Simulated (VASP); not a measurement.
# Sn (Fd-3m) in VASP: notebook, part 2 of 2

VASP 6.6.1. Earlier steps stand in the parts before.

## 4. Single point, PBE

This run uses another cell than the first one, of 33.80 Å³/atom, 0.918 times its volume.

INCAR reads:

```
  PREC = Accurate
  ENCUT = 520
  EDIFF = 1E-6
  ISMEAR = 0
  SIGMA = 0.1
  LREAL = F
  LASPH = T
  NELM = 100
  ALGO = Normal
  ISIF = 2
  LWAVE = F
  LCHARG = T
  GGA = PE
  LELF = T
  LVHAR = T
  NBANDS = 21
```

KPOINTS reads:

```
Automatic mesh
0
Gamma
  6 6 6
```

POSCAR reads:

```
Sn
1.0
    0.0000000000      3.2333428000      3.2333428000
    3.2333428000      0.0000000000      3.2333428000
    3.2333428000      3.2333428000      0.0000000000
Sn
2
Direct
    0.0000000000      0.0000000000      0.0000000000
    0.2500000000      0.2500000000      0.2500000000
```

Potentials or basis: VASP PAW PBE potentials, release 64 (Sn_d).

Started as:

```bash
$ cat potpaw_PBE.64/Sn_d/POTCAR > POTCAR
$ mpirun -np 1 vasp_std > vasp.out
```

OUTCAR:

```text
PREC = Accurate
   ENCUT = 520
   EDIFF = 1E-6
   ISMEAR = 0
   LREAL = F
   LASPH = T
   NELM = 100
   ISIF = 2
   GGA = PE

 ion  position               nearest neighbor table
   1  0.000  0.000  0.000-   2 2.80   2 2.80   2 2.80   2 2.80
   2  0.250  0.250  0.250-   1 2.80   1 2.80   1 2.80   1 2.80

  LATTYP: Found a face centered cubic cell.
 ALAT       =     6.4666856000

  Lattice vectors:

 A1 = (   0.0000000000,   3.2333428000,   3.2333428000)
 A2 = (   3.2333428000,   0.0000000000,   3.2333428000)
 A3 = (   3.2333428000,   3.2333428000,   0.0000000000)

Analysis of symmetry for initial positions (statically):
=====================================================================
 Subroutine PRICEL returns:
 Original cell was already a primitive cell.

 Routine SETGRP: Setting up the symmetry group for a
 face centered cubic supercell.

 Subroutine GETGRP returns: Found 48 space group operations
 (whereof 24 operations were pure point group operations)
 out of a pool of 48 trial point group operations.

The static configuration has the point symmetry T_d .
 The point group associated with its full space group is O_h .
[... 150 lines left out ...]
  free energy    TOTEN  =        -7.59273970 eV

  energy without entropy =       -7.59129635  energy(sigma->0) =       -7.59201803

 E-fermi :   5.7595     XC(G=0):  -8.9167

 val. band max:        5.3965496343   @ k =   0.1667   0.0000   0.0000
 cond. band min:       5.7752767370   @ k =   0.5000   0.0000   0.0000
 fundamental gap:      0.3787271027
 Fermi energy:         5.7594893634

 k-point     1 :       0.0000    0.0000    0.0000
  band No.  band energies     occupation
      1     -15.9415      2.00000
      2     -15.9415      2.00000
      3     -15.9415      2.00000
      4     -15.8806      2.00000
      5     -15.8806      2.00000
      6     -15.5627      2.00000
[... 373 lines left out ...]
     20      14.8910      0.00000
     21      16.0533      0.00000

------------------------ aborting loop because EDIFF is reached ----------------------------------------

  FORCE on cell =-STRESS in cart. coord.  units (eV):
  Direction    XX          YY          ZZ          XY          YZ          ZX
  --------------------------------------------------------------------------------------
  -------------------------------------------------------------------------------------
  Total        1.6110754      1.6110754      1.6110754      0.0000000      0.0000000     -0.0000000
  in kB       38.1804634     38.1804634     38.1804634      0.0000000      0.0000000     -0.0000000
  external PRESSURE =      38.1804634 kB  Pullay stress =       0.0000000 kB

 VOLUME and BASIS-vectors are now :
 -----------------------------------------------------------------------------
  energy-cutoff  :      520.00
  volume of cell :       67.61
      direct lattice vectors                 reciprocal lattice vectors
     0.000000000  3.233342800  3.233342800    -0.154638723  0.154638723  0.154638723
     3.233342800  0.000000000  3.233342800     0.154638723 -0.154638723  0.154638723
     3.233342800  3.233342800  0.000000000     0.154638723  0.154638723 -0.154638723

 POSITION                                       TOTAL-FORCE (eV/Angst)
 -----------------------------------------------------------------------------------
      0.00000      0.00000      0.00000        -0.000000     -0.000000     -0.000000
      1.61667      1.61667      1.61667         0.000000      0.000000      0.000000
 -----------------------------------------------------------------------------------
    total drift:                                0.000000      0.000000      0.000000

  FREE ENERGIE OF THE ION-ELECTRON SYSTEM (eV)
  ---------------------------------------------------
  free  energy   TOTEN  =        -7.5927397012 eV

  energy  without entropy=       -7.5912963497  energy(sigma->0) =       -7.59201803
```

OSZICAR:

```text
N       E                     dE             d eps       ncg     rms          rms(c)
DAV:   1     0.226880439687E+03    0.22688E+03   -0.14360E+04   672   0.192E+03
DAV:   2     0.172269770621E+02   -0.20965E+03   -0.20517E+03   672   0.445E+02
DAV:   3    -0.683166720001E+01   -0.24059E+02   -0.23898E+02   792   0.140E+02
DAV:   4    -0.762550679473E+01   -0.79384E+00   -0.79361E+00   757   0.282E+01
DAV:   5    -0.765764277383E+01   -0.32136E-01   -0.32135E-01  1006   0.533E+00    0.330E+00
DAV:   6    -0.761182180112E+01    0.45821E-01   -0.28586E-02   887   0.206E+00    0.193E+00
DAV:   7    -0.759031946846E+01    0.21502E-01   -0.47337E-02   730   0.220E+00    0.163E-01
DAV:   8    -0.759231300749E+01   -0.19935E-02   -0.58201E-03   747   0.813E-01    0.525E-02
DAV:   9    -0.759271556721E+01   -0.40256E-03   -0.49784E-04   732   0.144E-01    0.119E-02
DAV:  10    -0.759273514826E+01   -0.19581E-04   -0.34874E-05   885   0.487E-02    0.597E-03
DAV:  11    -0.759273978301E+01   -0.46347E-05   -0.79186E-06   589   0.173E-02    0.700E-04
DAV:  12    -0.759273970120E+01    0.81808E-07   -0.35245E-07   590   0.612E-03
   1 F= -.75927397E+01 E0= -.75920180E+01  d E =-.144335E-02
```

stdout:

```text
POSCAR found type information on POSCAR Sn
 POSCAR found :  1 types and       2 ions
 scaLAPACK will be used
 LDA part: xc-table for (Slater+PW92), standard interpolation
 POSCAR, INCAR and KPOINTS ok, starting setup
 FFT: planning ... GRIDC
 FFT: planning ... GRID_SOFT
 FFT: planning ... GRID
 WAVECAR not read
 entering main loop
```

Wall time 21 s (1 thread of Intel Xeon 6975P-C, shared host); peak memory 0.2 GiB.

Results:

```yaml
Free_energy: -7.5927 eV
Pressure: 3.8 GPa
Band_gap_on_the_k_mesh: zero (band 14 reaches 5.85 eV, above the bottom of band 15 at 5.78 eV)
```

Caveat: spin-orbit coupling is left out, which moves the levels of the heavy elements.

## 5. The runs side by side

| task | cell | k mesh | cutoff (eV) | gap on the mesh (eV) | pressure (GPa) |
| --- | --- | --- | --- | --- | --- |
| single point | a = 4.706 Å, angles 60.0°, 2 atoms | 12 × 12 × 12 | 520 | none | 0.0 |
| relaxation of cell and atoms | relaxed from a = 4.706 Å, angles 60.0°, 2 atoms | 12 × 12 × 12 | 600 | none | 0.0 |
| single point | a = 4.573 Å, angles 60.0°, 2 atoms | 6 × 6 × 6 | 520 | none | 3.8 |

Alike in all rows: level PBE; potentials or basis VASP PAW PBE potentials, release 64 (Sn_d); no spin polarisation; smearing gaussian 0.1 eV.

Caveats: spin-orbit coupling is left out, which moves the levels of the heavy elements; the relaxation stopped at its first step, so nothing moved (some runs).

Total energies depend on the potentials used, so only differences within one code and one set of settings carry meaning.
